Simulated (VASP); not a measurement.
# CsSnI3: single point with PBE

CsSnI3:

```
CELL_PARAMETERS angstrom
6.16405 0.00000 0.00000
0.00000 6.16405 0.00000
0.00000 0.00000 6.16405
ATOMIC_POSITIONS crystal
Cs 0.00000 0.00000 0.00000
I 0.50000 0.50000 0.00000
I 0.50000 0.00000 0.50000
I 0.00000 0.50000 0.50000
Sn 0.50000 0.50000 0.50000
```

This cell differs from its parent crystal: volume scaled by 0.98.

| Item | Value |
| --- | --- |
| Program | VASP 6.6.1 |
| Task | single point |
| Functional | PBE |
| Potentials or basis | VASP PAW PBE potentials, release 64 (Cs_sv, I, Sn_d) |
| Cutoff | 520 eV |
| k mesh | 5 × 5 × 5 |
| Occupations | fermi-dirac, width 0.05 eV |
| Spin | no spin polarisation |
| Dipole correction | no |
| Further INCAR settings | ALGO = Normal; EDIFF = 1e-07; NBANDS = 30 |

| Property | Result |
| --- | --- |
| Pressure | 0.9 GPa |
| Band gap on the k mesh | 1.73 eV, direct |

Levels at points of the mesh, in eV from the valence-band top:
```
           k point  band 20  band 21  band 22  band 23  band 24  band 25
(0.00, 0.00, 0.00)    -1.37    -1.37    -1.37     3.02     3.90     3.90
```

Wall time 77 s on 1 thread of Intel(R) Xeon(R) Platinum 8259CL CPU @ 2.50GHz (Skylake/Cascade Lake), on a shared host, peak memory 0.35 GiB.

Caveat: spin-orbit coupling is left out, which moves the levels of the heavy elements. A k mesh can miss the band edges.
